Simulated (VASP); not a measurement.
Here is a VASP 6.6.1 calculation.

The input INCAR:

```
ALGO = Normal
EDIFF = 1E-6
ENCUT = 600
GGA = PE
GGA_COMPAT = False
ISIF = 2
ISMEAR = 0
LASPH = True
LCHARG = False
LREAL = False
LWAVE = False
NBANDS = 14
NELM = 120
PREC = Accurate
SIGMA = 0.01
```

Contents of KPOINTS:

```
k-points
0
Gamma
  8 8 8
```

The input POSCAR:

```
NaF
1.0
    0.0000000000      2.3505073563      2.3505073563
    2.3505073563      0.0000000000      2.3505073563
    2.3505073563      2.3505073563      0.0000000000
Na F
1 1
Direct
    0.0000000000      0.0000000000      0.0000000000
    0.5000000000      0.5000000000      0.5000000000
```

Potentials or basis: VASP PAW PBE potentials, release 64 (Na_pv, F).

Command:

```sh
$ cat potpaw_PBE.64/Na_pv/POTCAR potpaw_PBE.64/F/POTCAR > POTCAR
$ mpirun -np 1 vasp_std > vasp.out
```

(1) Estimate the pressure.

(2) Predict the band gap on the k mesh.

Results:

(1) -0.3 GPa.

(2) 6.07 eV, direct.
